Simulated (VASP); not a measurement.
# TiAl (scanat) (P4/mmm) in VASP: single point with r2SCAN

Aim: the single point of TiAl (scanat) with r2SCAN.

Everything below comes from runs of VASP 6.6.1. Logs are shortened: lines on timing, memory, paths and dates and some standing lists are left out, and cuts for length are marked.

## Step 1: The cell of the first run

The structure is tetragonal, space group P4/mmm (No. 123). The conventional cell has a = 2.794 Å, b = 2.794 Å, c = 4.040 Å, α = 90.00°, β = 90.00°, γ = 90.00°. Within 3.7 Å of Ti (site symmetry 4/mmm) lie 4 Ti at 2.79 Å and 8 Al at 2.83 Å. Within 3.7 Å of Al (site symmetry 4/mmm) lie 4 Al at 2.79 Å and 8 Ti at 2.83 Å.

## Step 2: Single point, r2SCAN

Input file POSCAR:

```
TiAl
1.0
    2.7940484197      0.0000000000      0.0000000000
    0.0000000000      2.7940484197      0.0000000000
    0.0000000000      0.0000000000      4.0403994142
Ti Al
1 1
Direct
    0.5000000000      0.5000000000      0.5000000000
    0.0000000000      0.0000000000      0.0000000000
```

Input file INCAR.step1:

```
SYSTEM = TiAl
PREC     = Accurate       ! precision mode
ENCUT    = 520            ! plane-wave cutoff, eV
ISMEAR   = 0              ! smearing method
SIGMA    = 0.1            ! smearing width, eV
LREAL    = .FALSE.        ! projectors in reciprocal space
LASPH    = .TRUE.         ! aspherical terms in the spheres
NELM     = 60             ! most SCF steps
NBANDS   = 14             ! bands
GGA      = PE             ! functional
ALGO     = Normal         ! electronic algorithm
EDIFF    = 1E-4           ! SCF threshold, eV
LWAVE    = .TRUE.         ! write WAVECAR
LCHARG   = .FALSE.        ! write CHGCAR
```

Input file INCAR.step2:

```
SYSTEM = TiAl
PREC     = Accurate       ! precision mode
ENCUT    = 520            ! plane-wave cutoff, eV
EDIFF    = 1E-6           ! SCF threshold, eV
ISMEAR   = 0              ! smearing method
SIGMA    = 0.1            ! smearing width, eV
LREAL    = .FALSE.        ! projectors in reciprocal space
LASPH    = .TRUE.         ! aspherical terms in the spheres
NELM     = 60             ! most SCF steps
ALGO     = Normal         ! electronic algorithm
ISIF     = 2              ! what is computed and relaxed
LWAVE    = .FALSE.        ! write WAVECAR
LCHARG   = .FALSE.        ! write CHGCAR
METAGGA  = R2SCAN         ! meta-GGA
LMIXTAU  = .TRUE.       
NBANDS   = 14             ! bands
ISTART   = 1
```

Input file KPOINTS:

```
regular mesh
0
G
  14 14 10
  0 0 0
```

Potentials or basis: VASP PAW PBE potentials, release 64 (Ti_sv, Al).

Launch:

```
> cat potpaw_PBE.64/Ti_sv/POTCAR potpaw_PBE.64/Al/POTCAR > POTCAR
> cp INCAR.step1 INCAR
> mpirun -np 1 vasp_std > vasp.out
> cp INCAR.step2 INCAR
> mpirun -np 1 vasp_std > vasp.out
```

OUTCAR:

```text
SYSTEM = TiAl
   PREC = Accurate
   ENCUT = 520
   EDIFF = 1E-6
   ISMEAR = 0
   LREAL = .FALSE.
   LASPH = .TRUE.
   NELM = 60
   ISIF = 2
   METAGGA = R2SCAN
   ISTART = 1

 ion  position               nearest neighbor table
   1  0.500  0.500  0.500-   2 2.83   2 2.83   2 2.83   2 2.83   2 2.83   2 2.83   2 2.83   2 2.83

   2  0.000  0.000  0.000-   1 2.83   1 2.83   1 2.83   1 2.83   1 2.83   1 2.83   1 2.83   1 2.83

  LATTYP: Found a simple tetragonal cell.
 ALAT       =     2.7940484197
 C/A-ratio  =     1.4460735132

  Lattice vectors:

 A1 = (   2.7940484197,   0.0000000000,   0.0000000000)
 A2 = (   0.0000000000,   2.7940484197,   0.0000000000)
 A3 = (   0.0000000000,   0.0000000000,   4.0403994142)

Analysis of symmetry for initial positions (statically):
=====================================================================
 Subroutine PRICEL returns:
 Original cell was already a primitive cell.

 Routine SETGRP: Setting up the symmetry group for a
 simple tetragonal supercell.

 Subroutine GETGRP returns: Found 16 space group operations
 (whereof 16 operations were pure point group operations)
 out of a pool of 16 trial point group operations.

The static configuration has the point symmetry D_4h.

Analysis of symmetry for dynamics (positions and initial velocities):
=====================================================================
 Subroutine PRICEL returns:
 Original cell was already a primitive cell.

 Routine SETGRP: Setting up the symmetry group for a
 simple tetragonal supercell.

 Subroutine GETGRP returns: Found 16 space group operations
 (whereof 16 operations were pure point group operations)
 out of a pool of 16 trial point group operations.

The dynamic configuration has the point symmetry D_4h.

 Subroutine INISYM returns: Found 16 space group operations
 (whereof 16 operations are pure point group operations),
 and found     1 'primitive' translations

----------------------------------------------------------------------------------------

                                     Primitive cell

  volume of cell :      31.5422

  direct lattice vectors                    reciprocal lattice vectors
     2.794048420  0.000000000  0.000000000     0.357903604  0.000000000  0.000000000
     0.000000000  2.794048420  0.000000000     0.000000000  0.357903604  0.000000000
     0.000000000  0.000000000  4.040399414     0.000000000  0.000000000  0.247500283

  length of vectors
     2.794048420  2.794048420  4.040399414     0.357903604  0.357903604  0.247500283

  position of ions in fractional coordinates (direct lattice)
     0.500000000  0.500000000  0.500000000
     0.000000000  0.000000000  0.000000000

  ion indices of the primitive-cell ions
   primitive index   ion index
                 1           1
                 2           2

----------------------------------------------------------------------------------------

 KPOINTS: regular mesh

Automatic generation of k-mesh.
 Grid dimensions read from file:
 generate k-points for:   14   14   10

 Generating k-lattice:

  Cartesian coordinates                     Fractional coordinates (reciprocal lattice)
     0.025564543  0.000000000  0.000000000     0.071428571  0.000000000  0.000000000
     0.000000000  0.025564543  0.000000000     0.000000000  0.071428571  0.000000000
     0.000000000  0.000000000  0.024750028     0.000000000  0.000000000  0.100000000

  Length of vectors
     0.025564543  0.025564543  0.024750028

  Shift w.r.t. Gamma in fractional coordinates (k-lattice)
     0.000000000  0.000000000  0.000000000

 Subroutine IBZKPT returns following result:
 ===========================================

 Found    216 irreducible k-points:

 Following reciprocal coordinates:
            Coordinates               Weight
  0.000000  0.000000  0.000000      1.000000
  0.071429  0.000000  0.000000      4.000000
  0.142857  0.000000  0.000000      4.000000
  0.214286  0.000000  0.000000      4.000000
  0.285714  0.000000  0.000000      4.000000
  0.357143  0.000000  0.000000      4.000000
[... 16 lines left out ...]
  0.285714  0.214286  0.000000      8.000000
  0.357143  0.214286  0.000000      8.000000
 [... further k-points ...]
   k-points           NKPTS =    216   k-points in BZ     NKDIM =    216   number of bands    NBANDS=     14
   number of dos      NEDOS =    301   number of ions     NIONS =      2
   total plane-waves  NPLWV =  17280
   dimension x,y,z NGX =    24 NGY =   24 NGZ =   30
   dimension x,y,z NGXF=    48 NGYF=   48 NGZF=   60
   ions per type =               1   1
   NGX,Y,Z   is equivalent  to a cutoff of  14.28, 14.28, 12.34 a.u.
   NGXF,Y,Z  is equivalent  to a cutoff of  28.56, 28.56, 24.69 a.u.
 SYSTEM =  TiAl
   PREC   = accura    normal or accurate (medium, high low for compatibility)
   ISTART =      1    job   : 0-new  1-cont  2-samecut
   ICHARG =      0    charge: 1-file 2-atom 10-const
   ISPIN  =      1    spin polarized calculation?
   LNONCOLLINEAR =      F non collinear calculations
   LSORBIT =      F    spin-orbit coupling
   LASPH  =      T    aspherical Exc in radial PAW
   ENCUT  =  520.0 eV  38.22 Ry    6.18 a.u.   5.20  5.20  7.51*2*pi/ulx,y,z
   NELM   =     60;   NELMIN=  2; NELMDL=  0     # of ELM steps
   EDIFF  = 0.1E-05   stopping-criterion for ELM
   LREAL  =      F    real-space projection
   EDIFFG = 0.1E-04   stopping-criterion for IOM
   NSW    =      0    number of steps for IOM
   IBRION =     -1    ionic relax: 0-MD 1-quasi-New 2-CG
   NFREE  =      0    steps in history (QN), initial steepest desc. (CG)
   ISIF   =      2    stress and relaxation
   ISYM   =      2    0-nonsym 1-usesym 2-fastsym
   POTIM  = 0.5000    time-step for ionic-motion
   TEBEG  =    0.0;   TEEND  =   0.0 temperature during run
   PSTRESS=    0.0 pullay stress
   NELECT =      15.0000    total number of electrons
   NUPDOWN=      -1.0000    fix difference up-down
   EMIN   =  10.00;   EMAX   =-10.00  energy-range for DOS
   EFERMI =   0.00;   METHOD = LEGACY
   ISMEAR =     0;   SIGMA  =   0.10  broadening in eV -4-tet -1-fermi 0-gaus
   EFERMI_NEDOS =   21; number of points for ismear=-14 and -15
   IALGO  =     38    algorithm
   IMIX   =      4    mixing-type and parameters
     AMIX     =   0.40;   BMIX     =  1.00
     AMIX_MAG =   1.60;   BMIX_MAG =  1.00
  volume/ion in A,a.u.               =      15.77       106.43
  Fermi-wavevector in a.u.,A,eV,Ry     =   1.277834  2.414757 22.216415  1.632860
  Thomas-Fermi vector in A             =   2.410411
   LORBIT       =      0    0 simple, 1 ext, 2 COOP (PROOUT), +10 PAW based schemes
   METAGGA = R2SCAN    functional components
   LHFCALC =     F    Hartree Fock is set to
   AEXX    =    0.0000 exact exchange contribution
   IVDW    =     0    specifies the selected vdW correction
   LEPSILON=     F    determine dielectric tensor
   LRPA    =     F    only Hartree local field effects (RPA)
 non-spin polarized calculation
 Gauss-broadening in eV      SIGMA  =   0.10
  energy-cutoff  :      520.00
  volume of cell :       31.54
 maximum number of plane-waves:       888
 NGX is ok and might be reduce to    24
   NGX = 11   NGY = 11   NGZ = 15

 number of electron      14.9999997 magnetization

 Free energy of the ion-electron system (eV)
  ---------------------------------------------------
  ext. energy  EPLUGINS =         0.00000000
  ---------------------------------------------------
  free energy    TOTEN  =       -20.59034771 eV

  energy without entropy =      -20.58270375  energy(sigma->0) =      -20.58652573

 E-fermi :   8.6378     XC(G=0): -11.9774

 val. band max:        8.6267315402   @ k =   0.4286   0.3571   0.2000
 cond. band min:       8.6441723503   @ k =   0.2143   0.0714   0.3000
 fundamental gap:      0.0174408101
 Fermi energy:         8.6377836580

 k-point     1 :       0.0000    0.0000    0.0000
  band No.  band energies     occupation
      1     -50.2746      2.00000
      2     -25.6507      2.00000
      3     -25.1457      2.00000
      4     -25.1457      2.00000
      5      -1.0943      2.00000
      6       6.5967      2.00000
      7       7.6314      2.00000
      8       8.1198      2.00000
      9      11.0694      0.00000
     10      11.0694      0.00000
     11      12.4442      0.00000
     12      15.3562      0.00000
     13      17.7687      0.00000
     14      17.7687      0.00000

 k-point     2 :       0.0714    0.0000    0.0000
  band No.  band energies     occupation
      1     -50.2711      2.00000
      2     -25.6473      2.00000
      3     -25.1739      2.00000
      4     -25.1433      2.00000
      5      -0.9857      2.00000
      6       6.6852      2.00000
      7       7.6736      2.00000
      8       8.0372      2.00000
      9      11.0879      0.00000
     10      11.1716      0.00000
     11      12.3353      0.00000
     12      15.3510      0.00000
     13      16.2065      0.00000
     14      17.9102      0.00000

 k-point     3 :       0.1429    0.0000    0.0000
  band No.  band energies     occupation
      1     -50.2615      2.00000
      2     -25.6378      2.00000
      3     -25.2526      2.00000
      4     -25.1367      2.00000
      5      -0.6632      2.00000
      6       6.9269      2.00000
      7       7.7642      2.00000
      8       7.8201      2.00000
      9      11.1402      0.00000
     10      11.4593      0.00000
     11      12.0507      0.00000
     12      14.4506      0.00000
     13      15.3436      0.00000
     14      18.3054      0.00000
[... 324 lines left out ...]
 k-point    23 :       0.2857    0.2143    0.0000
  band No.  band energies     occupation
      1     -50.2057      2.00000
      2     -25.5836      2.00000
      3     -25.4624      2.00000
      4     -25.3272      2.00000
      5       1.4732      2.00000
      6       7.4927      2.00000
      7       7.5581      2.00000
      8       8.3514      1.99995
      9       9.7408      0.00000
     10      10.5556      0.00000
     11      12.4560      0.00000
     12      14.2614      0.00000
     13      15.2661      0.00000
     14      15.9528      0.00000

 k-point    24 :       0.3571    0.2143    0.0000
  band No.  band energies     occupation
      1     -50.1919      2.00000
      2     -25.5702      2.00000
      3     -25.5692      2.00000
      4     -25.3153      2.00000
      5       2.3292      2.00000
      6       6.7318      2.00000
      7       7.4493      2.00000
      8       8.5943      1.46097
      9       9.7154      0.00000
     10      10.2199      0.00000
     11      12.5141      0.00000
     12      14.9405      0.00000
     13      15.8333      0.00000
     14      16.1176      0.00000

 [... further k-points ...]

------------------------ aborting loop because EDIFF is reached ----------------------------------------

  FORCE on cell =-STRESS in cart. coord.  units (eV):
  Direction    XX          YY          ZZ          XY          YZ          ZX
  --------------------------------------------------------------------------------------
  -------------------------------------------------------------------------------------
  Total        0.4625437      0.4625437      0.4710063      0.0000000      0.0000000      0.0000000
  in kB       23.4947691     23.4947691     23.9246269      0.0000000      0.0000000      0.0000000
  external PRESSURE =      23.6380551 kB  Pullay stress =       0.0000000 kB

 VOLUME and BASIS-vectors are now :
 -----------------------------------------------------------------------------
  energy-cutoff  :      520.00
  volume of cell :       31.54
      direct lattice vectors                 reciprocal lattice vectors
     2.794048420  0.000000000  0.000000000     0.357903604  0.000000000  0.000000000
     0.000000000  2.794048420  0.000000000     0.000000000  0.357903604  0.000000000
     0.000000000  0.000000000  4.040399414     0.000000000  0.000000000  0.247500283

 POSITION                                       TOTAL-FORCE (eV/Angst)
 -----------------------------------------------------------------------------------
      1.39702      1.39702      2.02020         0.000000      0.000000      0.000000
      0.00000      0.00000      0.00000         0.000000      0.000000      0.000000
 -----------------------------------------------------------------------------------
    total drift:                                0.000000      0.000000     -0.000000

  FREE ENERGIE OF THE ION-ELECTRON SYSTEM (eV)
  ---------------------------------------------------
  free  energy   TOTEN  =       -20.5903477133 eV

  energy  without entropy=      -20.5827037499  energy(sigma->0) =      -20.58652573
```

Run time: 2.2 min. Hardware: 1 thread of Intel Xeon Platinum 8559C (Emerald Rapids), shared host; peak memory 0.23 GiB.

What came out:

| Quantity | Value |
| --- | --- |
| Free energy | -20.5903 eV |
| Pressure | 2.4 GPa |

Caveat: the PAW data sets were made with another functional, which shifts forces and pressure a little.
